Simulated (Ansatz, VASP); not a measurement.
Cu in VASP and in Ansatz

```
Cu
1.0
     1.30667   -3.92456    0.00000
     1.30667    3.92456    0.00000
     0.00000    0.00000    2.44789
Cu
2
Direct
  0.13404 0.86596 0.25000
  0.86596 0.13404 0.75000
```

Change from the starting cell: volume 12.553 Å^3 an atom, stretch along a over the lengths across it, relative to the relaxed cell 1.0835.

Alike in both runs: task single point; functional PBE; k mesh 20 × 20 × 20; occupations gaussian, width 0.15 eV; no spin polarisation.

|  | VASP | Ansatz |
| --- | --- | --- |
| version | VASP 6.6.1 | Ansatz 0.2.0 |
| potentials or method | VASP PAW PBE potentials, release 64 (Cu), cutoff 520 eV | scalar-relativistic, plane waves, PAW |
| valence electrons in the cell | 22 | 38 |

|  | VASP | Ansatz | Ansatz less VASP |
| --- | --- | --- | --- |
| gap on the k mesh at the Fermi level (eV) | none | none | - |
| pressure (GPa) | 2.7 | 2.0 | -0.64 |
| traceless stress, the component that is largest in VASP (GPa) | -10.59 | -10.45 | +0.133 |
| rms of the force components (eV/Å) | 0.144 | 0.145 | +0.0011 |

Atom by atom the forces differ by 0.001 eV/Å (rms over components). A gap of «none» marks a metal or a gap that the smearing closes. The functional is the same, so the differences come from potentials, cutoffs and numerics. VASP's potentials hold 22 valence electrons a cell and Ansatz's 38, so a difference there can come from the potentials and not from the codes.
